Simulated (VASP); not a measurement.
Wanted: the native input for a VASP 6.6.1 run.

- Task: single point
- Functional: PBE
- Potentials or basis: VASP PAW PBE potentials, release 64 (Si)
- Cutoff: 520 eV
- k mesh: 7 × 7 × 1
- Occupations: fermi-dirac, width 0.02 eV
- Spin: no spin polarisation
- Dipole correction: yes
- Electric field (eV/Å): 0.2
- Further INCAR settings: ALGO = Normal; EDIFF = 1e-06; NBANDS = 16; EFIELD = -0.2

The structure of Si lies in POSCAR:

```
Si
1.0
    3.8685410222      0.0000000000      0.0000000000
    0.0000000000      3.8685410222      0.0000000000
    0.0000000000      0.0000000000     20.1032000000
Si
4
Direct
    0.0000000000      0.2500000000      0.3982242681
    0.5000000000      0.2500000000      0.4649941553
    0.5000000000      0.7500000000      0.5350058445
    0.0000000000      0.7500000000      0.6017757321
```

One way to write it, as run:

INCAR

```
SYSTEM = Si
PREC = Accurate
ENCUT = 520
EDIFF = 1E-6
ISMEAR = -1
SIGMA = 0.02
LREAL = .False.
LASPH = .True.
NELM = 80
ALGO = Normal
ISIF = 2
LWAVE = .False.
LCHARG = .False.
LDIPOL = .True.
IDIPOL = 3
DIPOL = 0.5 0.5 0.500
GGA = PE
NBANDS = 16
EFIELD = -0.2
```

KPOINTS

```
regular mesh
0
Gamma
  7 7 1
  0 0 0
```

Potentials or basis: VASP PAW PBE potentials, release 64 (Si).

Run with:

```bash
$ cat potpaw_PBE.64/Si/POTCAR > POTCAR
$ mpirun -np 1 vasp_std > vasp.out
```

Results of the run:

```json
{"Largest force": "0.013 eV/Å", "Band gap on the k mesh": "zero (band 8 reaches -1.89 eV, above the bottom of band 9 at -2.56 eV)"}
```

It took 2.2 min on 1 thread of Intel(R) Xeon(R) Platinum 8259CL CPU @ 2.50GHz (Skylake/Cascade Lake) (shared host), peak memory 0.37 GiB.
